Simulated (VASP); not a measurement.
# GaN (F-43m) in VASP: a run that goes wrong, beside a sound one

Two runs on GaN: the first has a flaw, the second is sound.

Program: VASP 6.6.1. These are calculated values, not measurements. Logs are shortened: lines on timing, memory, paths and dates and some standing lists are left out, and cuts for length are marked.

### Step 1. The cell of the first run

It takes space group F-43m (No. 216, cubic). Conventional cell: a = 4.507 Å, b = 4.507 Å, c = 4.507 Å, α = 90.00°, β = 90.00°, γ = 90.00°. Ga (site symmetry -43m) has 4 N at 1.95 Å within 2.6 Å. Within 2.6 Å of N (site symmetry -43m) lie 4 Ga at 1.95 Å.

### Step 2. A run with an altered input

The input, INCAR:

```
GGA      = PE             # functional
LSORBIT  = True           # spin-orbit coupling
MAGMOM   = 0 0 0 0 0 0    # initial moments
LORBIT   = 11             # projections on sites
ISMEAR   = 0              # smearing method
SIGMA    = 0.03           # smearing width, eV
LWAVE    = False          # write WAVECAR
LCHARG   = False          # write CHGCAR
NBANDS   = 42             # bands
PREC     = Accurate       # precision mode
LASPH    = True           # aspherical terms in the spheres
LREAL    = False          # projectors in reciprocal space
ALGO     = Normal         # electronic algorithm
EDIFF    = 1E-6           # SCF threshold, eV
NELM     = 81             # most SCF steps
GGA_COMPAT= False        
ENCUT    = 460            # plane-wave cutoff, eV
EFERMI   = MIDGAP
```

The input, KPOINTS:

```
Automatic mesh
0
Gamma
  7 7 7
  0 0 0
```

The input, KPOINTS_OPT:

```
path GXWKGLUWLK,UX
12
line-mode
reciprocal
 0.0000000000  0.0000000000  0.0000000000  G
 0.5000000000  0.0000000000  0.5000000000  X

 0.5000000000  0.0000000000  0.5000000000  X
 0.5000000000  0.2500000000  0.7500000000  W

 0.5000000000  0.2500000000  0.7500000000  W
 0.3750000000  0.3750000000  0.7500000000  K

 0.3750000000  0.3750000000  0.7500000000  K
 0.0000000000  0.0000000000  0.0000000000  G

 0.0000000000  0.0000000000  0.0000000000  G
 0.5000000000  0.5000000000  0.5000000000  L

 0.5000000000  0.5000000000  0.5000000000  L
 0.6250000000  0.2500000000  0.6250000000  U

 0.6250000000  0.2500000000  0.6250000000  U
 0.5000000000  0.2500000000  0.7500000000  W

 0.5000000000  0.2500000000  0.7500000000  W
 0.5000000000  0.5000000000  0.5000000000  L

 0.5000000000  0.5000000000  0.5000000000  L
 0.3750000000  0.3750000000  0.7500000000  K

 0.6250000000  0.2500000000  0.6250000000  U
 0.5000000000  0.0000000000  0.5000000000  X
```

The input, POSCAR:

```
GaN
1.0
    0.0000000000      2.2535006075      2.2535006075
    2.2535006075      0.0000000000      2.2535006075
    2.2535006075      2.2535006075      0.0000000000
Ga N
1 1
Direct
    0.0000000000      0.0000000000      0.0000000000
    0.2500000000      0.2500000000      0.2500000000
```

Potentials or basis: VASP PAW PBE potentials, release 64 (Ga_d, N).

Launch:

```
> cat potpaw_PBE.64/Ga_d/POTCAR potpaw_PBE.64/N/POTCAR > POTCAR
> mpirun -np 1 vasp_std > vasp.out
```

OUTCAR:

```text
GGA = PE
   LSORBIT = True
   LORBIT = 11
   ISMEAR = 0
   PREC = Accurate
   LASPH = True
   LREAL = False
   EDIFF = 1E-6
   NELM = 81
   ENCUT = 460
   EFERMI = MIDGAP
```

On the terminal:

```text
POSCAR found type information on POSCAR GaN
 POSCAR found :  2 types and       2 ions
[... 18 lines left out ...]

1
```

stdout:

```text
POSCAR found type information on POSCAR GaN
 POSCAR found :  2 types and       2 ions
 -----------------------------------------------------------------------------
|                                                                             |
|     EEEEEEE  RRRRRR   RRRRRR   OOOOOOO  RRRRRR      ###     ###     ###     |
|     E        R     R  R     R  O     O  R     R     ###     ###     ###     |
|     E        R     R  R     R  O     O  R     R     ###     ###     ###     |
|     EEEEE    RRRRRR   RRRRRR   O     O  RRRRRR       #       #       #      |
|     E        R   R    R   R    O     O  R   R                               |
|     E        R    R   R    R   O     O  R    R      ###     ###     ###     |
|     EEEEEEE  R     R  R     R  OOOOOOO  R     R     ###     ###     ###     |
|                                                                             |
|     without the flag -DNGXhalf and-DNGZhalf.                                |
|     You probably tried to run a noncollinear calculation                    |
|     (LNONCOLLINEAR=T) with the executable vasp_std. Use vasp_ncl            |
|     instead!                                                                |
|                                                                             |
|       ---->  I REFUSE TO CONTINUE WITH THIS SICK JOB ... BYE!!! <----       |
|                                                                             |
 -----------------------------------------------------------------------------

1
```

Run time: 0.8 s. Hardware: 1 thread of Intel Xeon Platinum 8375C at 2.90GHz (Ice Lake), shared host.

The input was rejected before any iteration. The fault, put in on purpose: spin-orbit coupling in the collinear program.

### Step 3. Band structure, PBE, non-collinear spin, zero start, spin-orbit coupling

Edit INCAR of step 2 so:

```diff
@@ -14,3 +14,3 @@
 EDIFF    = 1E-6           # SCF threshold, eV
-NELM     = 81             # most SCF steps
+NELM     = 200            # most SCF steps
 GGA_COMPAT= False
```

KPOINTS is that of step 2.

KPOINTS_OPT is that of step 2.

POSCAR is that of step 2.

Potentials or basis: VASP PAW PBE potentials, release 64 (Ga_d, N).

Launch:

```
> cat potpaw_PBE.64/Ga_d/POTCAR potpaw_PBE.64/N/POTCAR > POTCAR
> mpirun -np 1 vasp_ncl > vasp.out
```

Run time: 3.6 min. Hardware: 1 thread of Intel Xeon Platinum 8375C at 2.90GHz (Ice Lake), shared host; peak memory 0.23 GiB.

Results (log left out):

* Free energy: -12.1496 eV
* Pressure: 4.4 GPa
* Net moment: 0.00 μB per cell
* Valence electrons inside the program's atomic spheres: Ga 11.87; N 3.74

Moments on the atoms (μB; x, y, z):
```
Ga  0.00 0.00 0.00
N   0.00 0.00 0.00
```

Caveat: the cutoff is under 1.25 times the usual one of these potentials, so pressure, stress and relaxed cells hold a basis-set (Pulay) error; the cell stands under pressure.
